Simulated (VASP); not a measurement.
Wanted: the native input for a VASP 6.6.1 run.

- Task: single point
- Functional: PBE
- Potentials or basis: VASP PAW PBE potentials, release 64 (Li_sv, Br)
- Cutoff: 750 eV
- k mesh: 6 × 6 × 6
- Occupations: gaussian, width 0.01 eV
- Spin: no spin polarisation
- Dipole correction: no
- Further INCAR settings: ALGO = Normal; EDIFF = 1e-06; NBANDS = 12

The structure of LiBr lies in POSCAR:

```
LiBr
1.0
    0.0000000000      2.7395851561      2.7395851561
    2.7395851561      0.0000000000      2.7395851561
    2.7395851561      2.7395851561      0.0000000000
Li Br
1 1
Direct
    0.0000000000      0.0000000000      0.0000000000
    0.5000000000      0.5000000000      0.5000000000
```

The input as run:

INCAR

```
SYSTEM = LiBr
ALGO     = Normal         ! electronic algorithm
EDIFF    = 1E-6           ! SCF threshold, eV
ENCUT    = 750            ! plane-wave cutoff, eV
GGA      = PE             ! functional
GGA_COMPAT= .FALSE.      
ISIF     = 2              ! what is computed and relaxed
ISMEAR   = 0              ! smearing method
LASPH    = .TRUE.         ! aspherical terms in the spheres
LCHARG   = .TRUE.         ! write CHGCAR
LELF     = .TRUE.         ! ELF
LREAL    = .FALSE.        ! projectors in reciprocal space
LVHAR    = .TRUE.       
LWAVE    = .FALSE.        ! write WAVECAR
NBANDS   = 12             ! bands
NELM     = 120            ! most SCF steps
PREC     = Accurate       ! precision mode
SIGMA    = 0.01           ! smearing width, eV
```

KPOINTS

```
k-points
0
G
  6 6 6
  0 0 0
```

Potentials or basis: VASP PAW PBE potentials, release 64 (Li_sv, Br).

Run with:

```bash
$ cat potpaw_PBE.64/Li_sv/POTCAR potpaw_PBE.64/Br/POTCAR > POTCAR
$ mpirun -np 1 vasp_std > vasp.out
```

It gave:

```
Pressure               : 0.4 GPa
Band gap on the k mesh : 4.99 eV
```

Wall time 20 s on 1 thread of Intel(R) Xeon(R) Platinum 8175M CPU @ 2.50GHz (Skylake/Cascade Lake), on a shared host, peak memory 0.2 GiB.
